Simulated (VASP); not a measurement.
Write the native input for VASP 6.6.1 that does the following.

```
Task                   : single point
Functional             : PBE
Potentials or basis    : VASP PAW PBE potentials, release 64 (Cs_sv, H)
Cutoff                 : 520 eV
k mesh                 : 4 × 4 × 4
Occupations            : gaussian, width 0.1 eV
Spin                   : no spin polarisation
Dipole correction      : no
Further INCAR settings : ALGO = Normal; EDIFF = 1e-06; NBANDS = 22
```

The structure of Cs3H lies in POSCAR:

```
Cs3H
1.0
    4.7700124400      0.0000000000      0.0000000000
    0.0000000000      4.9431218200      0.0000000000
    0.0000000000      0.0000000000      7.1137753400
Cs H
3 1
Direct
    0.0000000000      0.0000000000      0.5000000000
    0.5000000000      0.5000000000      0.2749899300
    0.5000000000      0.5000000000      0.7250100700
    0.0000000000      0.5000000000      0.5000000000
```

The cell was generated, and may not be a known phase.

These files were run (other wordings do the same):

INCAR

```
SYSTEM = Cs3H
PREC = Accurate
ENCUT = 520
EDIFF = 1E-6
ISMEAR = 0
SIGMA = 0.1
LREAL = .False.
LASPH = .True.
NELM = 80
ALGO = Normal
ISIF = 2
LWAVE = .False.
LCHARG = .True.
GGA = PE
LELF = .True.
LVHAR = .True.
NBANDS = 22
```

KPOINTS

```
Automatic mesh
0
Gamma
  4 4 4
  0 0 0
```

Potentials or basis: VASP PAW PBE potentials, release 64 (Cs_sv, H).

The run is started by

```bash
$ cat potpaw_PBE.64/Cs_sv/POTCAR potpaw_PBE.64/H/POTCAR > POTCAR
$ mpirun -np 1 vasp_std > vasp.out
```

It gave:

The pressure is 5.5 GPa and the largest force is 1.508 eV/Å. The band gap on the k mesh is zero (bands 14 and 15 overlap by 1.50 eV).

Caveat: the stress differs along the axes, from 3 to 8 GPa; spin-orbit coupling is left out, which moves the levels of the heavy elements; forces of over 1 eV/Å act on the atoms, so gaps and moduli don't describe the material at rest.

Run time: 2.8 min on 1 thread of Intel Xeon 8259CL (shared host), peak memory 0.29 GiB.
